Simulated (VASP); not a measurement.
A run of VASP 6.6.1:

File INCAR:

```
SYSTEM = Tl
ALGO = Normal ; EDIFF = 1E-6
ENCUT = 520 ; GGA = PS
ISIF = 2 ; ISMEAR = -1
LASPH = .True. ; LCHARG = .False.
LREAL = .False. ; LWAVE = .False.
NBANDS = 20 ; NELM = 100
PREC = Accurate ; SIGMA = 0.1
```

The input KPOINTS:

```
k-points
0
Gamma
  6 6 6
  0 0 0
```

POSCAR

```
Tl
1.0
   -1.9410000000      1.9410000000      1.9410000000
    1.9410000000     -1.9410000000      1.9410000000
    6.0033203436      6.0033203436     -3.8820000000
Tl
2
Direct
    0.0000000000      0.0000000000      0.0000000000
   -0.1766789228     -0.1766789228      0.3233210772
```

Potentials or basis: VASP PAW PBE potentials, release 64 (Tl_d).

Command:

```bash
$ cat potpaw_PBE.64/Tl_d/POTCAR > POTCAR
$ mpirun -np 1 vasp_std > vasp.out
```

Hardware: 1 thread of Intel Xeon 6975P-C, with other jobs on the host.

Question: How long does it take, and how much memory?

Answer: It took 2.2 min on 1 thread of Intel Xeon 6975P-C, on a shared host, peak memory 0.26 GiB. Counts: scf iterations 13, k points 52.
